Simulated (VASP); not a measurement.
# Ta4O (P4/mmm) in VASP: single point with PBE

Aim: the single point of Ta4O with PBE.

Program: VASP 6.6.1. These are calculated values, not measurements. Logs are shortened: lines on timing, memory, paths and dates and some standing lists are left out, and cuts for length are marked.

### 1 The cell of the first run

Symmetry: P4/mmm, No. 123, tetragonal system. The conventional cell has a = 3.255 Å, b = 3.255 Å, c = 7.395 Å, α = 90.00°, β = 90.00°, γ = 90.00°. Within 3.3 Å of Ta (site symmetry 4/mmm) lie 4 O at 2.30 Å and 12 Ta at 3.11 to 3.25 Å. Ta (site symmetry 4mm) has 1 O at 2.09 Å and 4 Ta at 2.81 Å within 2.9 Å. Within 3.7 Å of Ta (site symmetry 4/mmm) lie 14 Ta at 2.81 to 3.70 Å. Within 2.8 Å of O (site symmetry 4/mmm) lie 6 Ta at 2.09 to 2.30 Å.

### 2 Single point, PBE

File INCAR:

```
SYSTEM = Ta4O
ALGO     = Fast           ! electronic algorithm
EDIFF    = 1E-6           ! SCF threshold, eV
ENCUT    = 520            ! plane-wave cutoff, eV
GGA      = PE             ! functional
ISIF     = 2              ! what is computed and relaxed
ISMEAR   = 0              ! smearing method
LASPH    = .True.         ! aspherical terms in the spheres
LCHARG   = .True.         ! write CHGCAR
LELF     = .True.         ! ELF
LREAL    = .False.        ! projectors in reciprocal space
LVHAR    = .True.       
LWAVE    = .False.        ! write WAVECAR
NBANDS   = 61             ! bands
NELM     = 80             ! most SCF steps
PREC     = Accurate       ! precision mode
SIGMA    = 0.15           ! smearing width, eV
```

File KPOINTS:

```
k-points
0
Gamma
  14 14 4
  0 0 0
```

File POSCAR:

```
Ta4O
1.0
   -3.2547070438      0.0000000000      0.0000000000
    0.0000000000     -3.2547070438      0.0000000000
    0.0000000000      0.0000000000     14.7907733139
Ta O
8 2
Direct
    1.0000000000      1.0000000000      0.2500000000
    1.0000000000      1.0000000000      0.7500000000
    0.5000000000      0.5000000000      0.3914563644
    0.5000000000      0.5000000000      0.8914563644
    0.5000000000      0.5000000000      0.1085436356
    0.5000000000      0.5000000000      0.6085436356
    1.0000000000      0.0000000000      0.0000000000
    1.0000000000      0.0000000000      0.5000000000
    0.5000000000      0.5000000000      0.2500000000
    0.5000000000      0.5000000000      0.7500000000
```

Potentials or basis: VASP PAW PBE potentials, release 64 (Ta_pv, O).

The run is started by

```
> cat potpaw_PBE.64/Ta_pv/POTCAR potpaw_PBE.64/O/POTCAR > POTCAR
> mpirun -np 1 vasp_std > vasp.out
```

OUTCAR:

```text
SYSTEM = Ta4O
   EDIFF = 1E-6
   ENCUT = 520
   GGA = PE
   ISIF = 2
   ISMEAR = 0
   LASPH = .True.
   LREAL = .False.
   NELM = 80
   PREC = Accurate

 ion  position               nearest neighbor table
   1  0.000  0.000  0.250-   9 2.30   9 2.30   9 2.30   9 2.30   5 3.11   5 3.11   3 3.11   5 3.11
                             3 3.11   3 3.11   5 3.11   3 3.11
   2  0.000  0.000  0.750-  10 2.30  10 2.30  10 2.30  10 2.30   6 3.11   6 3.11   4 3.11   6 3.11
                             4 3.11   4 3.11   6 3.11   4 3.11
   3  0.500  0.500  0.391-   9 2.09   8 2.81   8 2.81   8 2.81   8 2.81   1 3.11   1 3.11   1 3.11
                             1 3.11   6 3.21
   4  0.500  0.500  0.891-  10 2.09   7 2.81   7 2.81   7 2.81   7 2.81   2 3.11   2 3.11   2 3.11
                             2 3.11   5 3.21
   5  0.500  0.500  0.109-   9 2.09   7 2.81   7 2.81   7 2.81   7 2.81   1 3.11   1 3.11   1 3.11
                             1 3.11   4 3.21
   6  0.500  0.500  0.609-  10 2.09   8 2.81   8 2.81   8 2.81   8 2.81   2 3.11   2 3.11   2 3.11
                             2 3.11   3 3.21
   7  0.000  0.000  0.000-   4 2.81   5 2.81   4 2.81   5 2.81   4 2.81   5 2.81   4 2.81   5 2.81

   8  0.000  0.000  0.500-   3 2.81   6 2.81   3 2.81   6 2.81   3 2.81   6 2.81   3 2.81   6 2.81

   9  0.500  0.500  0.250-   3 2.09   5 2.09   1 2.30   1 2.30   1 2.30   1 2.30
  10  0.500  0.500  0.750-   4 2.09   6 2.09   2 2.30   2 2.30   2 2.30   2 2.30

  LATTYP: Found a simple tetragonal cell.
 ALAT       =     3.2547070438
 C/A-ratio  =     4.5444253860

  Lattice vectors:

 A1 = (  -3.2547070438,   0.0000000000,   0.0000000000)
 A2 = (   0.0000000000,  -3.2547070438,   0.0000000000)
 A3 = (   0.0000000000,   0.0000000000,  14.7907733139)

Analysis of symmetry for initial positions (statically):
=====================================================================
 Subroutine PRICEL returns following result:

  LATTYP: Found a simple tetragonal cell.
 ALAT       =     3.2547070438
 C/A-ratio  =     2.2722126930

  Lattice vectors:

 A1 = (  -3.2547070438,   0.0000000000,   0.0000000000)
 A2 = (   0.0000000000,  -3.2547070438,   0.0000000000)
 A3 = (   0.0000000000,   0.0000000000,   7.3953866570)

   2 primitive cells build up your supercell.

 Routine SETGRP: Setting up the symmetry group for a
 simple tetragonal supercell.

 Subroutine GETGRP returns: Found 16 space group operations
 (whereof 16 operations were pure point group operations)
 out of a pool of 16 trial point group operations.

The static configuration has the point symmetry D_4h.

Analysis of symmetry for dynamics (positions and initial velocities):
=====================================================================
 Subroutine PRICEL returns following result:

  LATTYP: Found a simple tetragonal cell.
 ALAT       =     3.2547070438
 C/A-ratio  =     2.2722126930

  Lattice vectors:

 A1 = (  -3.2547070438,   0.0000000000,   0.0000000000)
 A2 = (   0.0000000000,  -3.2547070438,   0.0000000000)
 A3 = (   0.0000000000,   0.0000000000,   7.3953866570)

   2 primitive cells build up your supercell.

 Routine SETGRP: Setting up the symmetry group for a
 simple tetragonal supercell.

 Subroutine GETGRP returns: Found 16 space group operations
 (whereof 16 operations were pure point group operations)
 out of a pool of 16 trial point group operations.

The dynamic configuration has the point symmetry D_4h.

 Subroutine INISYM returns: Found 16 space group operations
 (whereof 16 operations are pure point group operations),
 and found     2 'primitive' translations

----------------------------------------------------------------------------------------

                                     Primitive cell

  volume of cell :      78.3402

  direct lattice vectors                    reciprocal lattice vectors
    -3.254707044  0.000000000  0.000000000    -0.307247315  0.000000000  0.000000000
     0.000000000 -3.254707044  0.000000000     0.000000000 -0.307247315  0.000000000
     0.000000000  0.000000000  7.395386657     0.000000000  0.000000000  0.135219434

  length of vectors
     3.254707044  3.254707044  7.395386657     0.307247315  0.307247315  0.135219434

  position of ions in fractional coordinates (direct lattice)
     0.000000000  0.000000000  0.500000000
     0.500000000  0.500000000  0.782912729
     0.500000000  0.500000000  0.217087271
     0.000000000  0.000000000  0.000000000
     0.500000000  0.500000000  0.500000000

  ion indices of the primitive-cell ions
   primitive index   ion index
                 1           1
                 2           3
                 3           5
                 4           7
                 5           9

----------------------------------------------------------------------------------------

 KPOINTS: k-points

Automatic generation of k-mesh.
 Grid dimensions read from file:
 generate k-points for:   14   14    4

 Generating k-lattice:

  Cartesian coordinates                     Fractional coordinates (reciprocal lattice)
    -0.021946237  0.000000000  0.000000000     0.071428571  0.000000000  0.000000000
     0.000000000 -0.021946237  0.000000000     0.000000000  0.071428571  0.000000000
     0.000000000  0.000000000  0.016902429     0.000000000  0.000000000  0.250000000

  Length of vectors
     0.021946237  0.021946237  0.016902429

  Shift w.r.t. Gamma in fractional coordinates (k-lattice)
     0.000000000  0.000000000  0.000000000

 Subroutine IBZKPT returns following result:
 ===========================================

 Found    108 irreducible k-points:

 Following reciprocal coordinates:
            Coordinates               Weight
  0.000000  0.000000  0.000000      1.000000
  0.071429  0.000000  0.000000      4.000000
  0.142857  0.000000  0.000000      4.000000
  0.214286  0.000000  0.000000      4.000000
  0.285714  0.000000  0.000000      4.000000
  0.357143  0.000000  0.000000      4.000000
[... 16 lines left out ...]
  0.285714  0.214286  0.000000      8.000000
  0.357143  0.214286  0.000000      8.000000
 [... further k-points ...]
   k-points           NKPTS =    108   k-points in BZ     NKDIM =    108   number of bands    NBANDS=     61
   number of dos      NEDOS =    301   number of ions     NIONS =     10
   total plane-waves  NPLWV =  64512
   dimension x,y,z NGX =    24 NGY =   24 NGZ =  112
   dimension x,y,z NGXF=    48 NGYF=   48 NGZF=  224
   ions per type =               8   2
   NGX,Y,Z   is equivalent  to a cutoff of  12.26, 12.26, 12.59 a.u.
   NGXF,Y,Z  is equivalent  to a cutoff of  24.52, 24.52, 25.18 a.u.
 SYSTEM =  Ta4O
   PREC   = accura    normal or accurate (medium, high low for compatibility)
   ISTART =      0    job   : 0-new  1-cont  2-samecut
   ICHARG =      2    charge: 1-file 2-atom 10-const
   ISPIN  =      1    spin polarized calculation?
   LNONCOLLINEAR =      F non collinear calculations
   LSORBIT =      F    spin-orbit coupling
   LASPH  =      T    aspherical Exc in radial PAW
   ENCUT  =  520.0 eV  38.22 Ry    6.18 a.u.   6.05  6.05 27.50*2*pi/ulx,y,z
   NELM   =     80;   NELMIN=  2; NELMDL= -5     # of ELM steps
   EDIFF  = 0.1E-05   stopping-criterion for ELM
   LREAL  =      F    real-space projection
   EDIFFG = 0.1E-04   stopping-criterion for IOM
   NSW    =      0    number of steps for IOM
   IBRION =     -1    ionic relax: 0-MD 1-quasi-New 2-CG
   NFREE  =      0    steps in history (QN), initial steepest desc. (CG)
   ISIF   =      2    stress and relaxation
   ISYM   =      2    0-nonsym 1-usesym 2-fastsym
   POTIM  = 0.5000    time-step for ionic-motion
   TEBEG  =    0.0;   TEEND  =   0.0 temperature during run
   PSTRESS=    0.0 pullay stress
   NELECT =     100.0000    total number of electrons
   NUPDOWN=      -1.0000    fix difference up-down
   EMIN   =  10.00;   EMAX   =-10.00  energy-range for DOS
   EFERMI =   0.00;   METHOD = LEGACY
   ISMEAR =     0;   SIGMA  =   0.15  broadening in eV -4-tet -1-fermi 0-gaus
   EFERMI_NEDOS =   21; number of points for ismear=-14 and -15
   IALGO  =     68    algorithm
   IMIX   =      4    mixing-type and parameters
     AMIX     =   0.40;   BMIX     =  1.00
     AMIX_MAG =   1.60;   BMIX_MAG =  1.00
  volume/ion in A,a.u.               =      15.67       105.73
  Fermi-wavevector in a.u.,A,eV,Ry     =   1.409516  2.663599 27.031166  1.986735
  Thomas-Fermi vector in A             =   2.531564
   LORBIT       =      0    0 simple, 1 ext, 2 COOP (PROOUT), +10 PAW based schemes
   GGA     = PE    functional components
   LHFCALC =     F    Hartree Fock is set to
   AEXX    =    0.0000 exact exchange contribution
   IVDW    =     0    specifies the selected vdW correction
   LEPSILON=     F    determine dielectric tensor
   LRPA    =     F    only Hartree local field effects (RPA)
 non-spin polarized calculation
 RMM-DIIS sequential band-by-band and
 Gauss-broadening in eV      SIGMA  =   0.15
  energy-cutoff  :      520.00
  volume of cell :      156.68
 maximum number of plane-waves:      4272
   NGX = 13   NGY = 13   NGZ = 55

 number of electron     100.0000008 magnetization

 Free energy of the ion-electron system (eV)
  ---------------------------------------------------
  ext. energy  EPLUGINS =         0.00000000
  ---------------------------------------------------
  free energy    TOTEN  =      -110.18654296 eV

  energy without entropy =     -110.12854743  energy(sigma->0) =     -110.15754520

 E-fermi :   6.4543     XC(G=0): -12.6189

 val. band max:        6.4533195128   @ k =   0.2857   0.2857   0.2500
 cond. band min:       6.4566381441   @ k =   0.4286   0.1429   0.2500
 fundamental gap:      0.0033186313
 Fermi energy:         6.4543258007

 k-point     1 :       0.0000    0.0000    0.0000
  band No.  band energies     occupation
      1     -29.1357      2.00000
      2     -29.1357      2.00000
      3     -29.1354      2.00000
      4     -29.1354      2.00000
      5     -28.7704      2.00000
      6     -28.7620      2.00000
[... 53 lines left out ...]
     60       8.1385      0.00000
     61       8.2739      0.00000

 k-point     2 :       0.0714    0.0000    0.0000
  band No.  band energies     occupation
      1     -29.1549      2.00000
      2     -29.1546      2.00000
      3     -29.1335      2.00000
      4     -29.1332      2.00000
      5     -28.7688      2.00000
      6     -28.7592      2.00000
[... 53 lines left out ...]
     60       8.4167      0.00000
     61       8.9509      0.00000

 k-point     3 :       0.1429    0.0000    0.0000
  band No.  band energies     occupation
      1     -29.2078      2.00000
      2     -29.2072      2.00000
      3     -29.1275      2.00000
      4     -29.1272      2.00000
      5     -28.7640      2.00000
      6     -28.7519      2.00000
[... 1333 lines left out ...]
     60       8.7012      0.00000
     61       9.2595      0.00000

 k-point    24 :       0.3571    0.2143    0.0000
  band No.  band energies     occupation
      1     -29.3893      2.00000
      2     -29.3860      2.00000
      3     -29.2165      2.00000
      4     -29.2157      2.00000
      5     -28.7082      2.00000
      6     -28.7070      2.00000
[... 53 lines left out ...]
     60       9.0726      0.00000
     61       9.1195      0.00000

 [... further k-points ...]

------------------------ aborting loop because EDIFF is reached ----------------------------------------

  FORCE on cell =-STRESS in cart. coord.  units (eV):
  Direction    XX          YY          ZZ          XY          YZ          ZX
  --------------------------------------------------------------------------------------
  -------------------------------------------------------------------------------------
  Total        0.2703306      0.2703306      0.5034818      0.0000000      0.0000000      0.0000000
  in kB        2.7643379      2.7643379      5.1484875      0.0000000      0.0000000      0.0000000
  external PRESSURE =       3.5590544 kB  Pullay stress =       0.0000000 kB

 VOLUME and BASIS-vectors are now :
 -----------------------------------------------------------------------------
  energy-cutoff  :      520.00
  volume of cell :      156.68
      direct lattice vectors                 reciprocal lattice vectors
    -3.254707044  0.000000000  0.000000000    -0.307247315  0.000000000  0.000000000
     0.000000000 -3.254707044  0.000000000     0.000000000 -0.307247315  0.000000000
     0.000000000  0.000000000 14.790773314     0.000000000  0.000000000  0.067609717

 POSITION                                       TOTAL-FORCE (eV/Angst)
 -----------------------------------------------------------------------------------
      0.00000      0.00000      3.69769         0.000000     -0.000000      0.000000
      0.00000      0.00000     11.09308         0.000000     -0.000000     -0.000000
     -1.62735     -1.62735      5.78994        -0.000000      0.000000      0.031652
     -1.62735     -1.62735     13.18533         0.000000     -0.000000      0.031652
     -1.62735     -1.62735      1.60544         0.000000      0.000000     -0.031652
     -1.62735     -1.62735      9.00083        -0.000000      0.000000     -0.031652
      0.00000      0.00000      0.00000         0.000000     -0.000000      0.000000
      0.00000      0.00000      7.39539         0.000000     -0.000000     -0.000000
     -1.62735     -1.62735      3.69769        -0.000000     -0.000000      0.000000
     -1.62735     -1.62735     11.09308         0.000000      0.000000      0.000000
 -----------------------------------------------------------------------------------
    total drift:                               -0.000000      0.000000      0.000000

  FREE ENERGIE OF THE ION-ELECTRON SYSTEM (eV)
  ---------------------------------------------------
  free  energy   TOTEN  =      -110.1865429619 eV

  energy  without entropy=     -110.1285474299  energy(sigma->0) =     -110.15754520
```

It took 28 min on 1 thread of Oxide Virtual Turin-like, shared host; peak memory 0.71 GiB.

Results:

```
Free energy            : -110.1865 eV
Pressure               : 0.4 GPa
Largest force          : 0.032 eV/Å
Band gap on the k mesh : zero (bands 50 and 51 overlap by 1.01 eV)
```

Forces in eV/Å, atoms in the order of the input:
```
Ta   0.000  0.000  0.000
Ta   0.000  0.000  0.000
Ta   0.000  0.000  0.032
Ta   0.000  0.000  0.032
Ta   0.000  0.000 -0.032
Ta   0.000  0.000 -0.032
Ta   0.000  0.000  0.000
Ta   0.000  0.000  0.000
O    0.000  0.000  0.000
O    0.000  0.000  0.000
```

Caveat: spin-orbit coupling is left out, which moves the levels of the heavy elements.
